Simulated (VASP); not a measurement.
**Se: electric field gradients with PBE**

Se:

```xyz
2
Lattice="3.7560 0.0000 0.0000 -1.8780 3.2528 0.0000 0.0000 0.0000 3.8876" Properties=species:S:1:pos:R:3 pbc="T T T"
Se    0.0000    2.1686    0.9719
Se    1.8780    1.0843    2.9157
```

This isn't the form of Se at room conditions, which is trigonal, of chains.

| Quantity | Value |
| --- | --- |
| Program | VASP 6.6.1 |
| Task | electric field gradients |
| Functional | PBE |
| Potentials or basis | VASP PAW PBE potentials, release 64 (Se) |
| Cutoff | 520 eV |
| k mesh | 19 × 19 × 10 |
| Occupations | fermi-dirac, width 0.03 eV |
| Spin | no spin polarisation |
| Dipole correction | no |
| Further INCAR settings | ALGO = Normal; EDIFF = 1e-08; NBANDS = 13 |

The pressure is -3.4 GPa and the band gap on the k mesh is zero (bands 6 and 7 overlap by 2.02 eV). The largest electric field gradient by atom is Se +125.6 V/Å².

Stress tensor (GPa, compression positive):
```
-2.76  0.00  0.00
 0.00 -2.76  0.00
 0.00  0.00 -4.61
```

Levels at points of the mesh, in eV from the Fermi level:
| k point | band 3 | band 4 | band 5 | band 6 | band 7 | band 8 | band 9 | band 10 |
| --- | --- | --- | --- | --- | --- | --- | --- | --- |
| (0.00, 0.00, 0.00) | -4.36 | -2.21 | -2.21 | 0.74 | 0.74 | 3.01 | 4.44 | 7.00 |
| (0.00, 0.00, 0.50) | -1.22 | -1.22 | -0.66 | -0.66 | -0.66 | -0.66 | 8.15 | 8.15 |

Electric field gradients, principal values (V/Å²):
| atom | least | middle | greatest (by size) |
| --- | --- | --- | --- |
| 1 Se | -62.821 | -62.822 | 125.642 |
| 2 Se | -62.821 | -62.822 | 125.642 |

Run time: 2.9 min on 1 thread of Oxide Virtual Turin-like Processor, with other jobs on the host, peak memory 0.21 GiB.

Caveat: the cell stands under tension; without QUAD_EFG the Cq values of the log hold for a quadrupole moment of 1 mb, not for the nuclei.
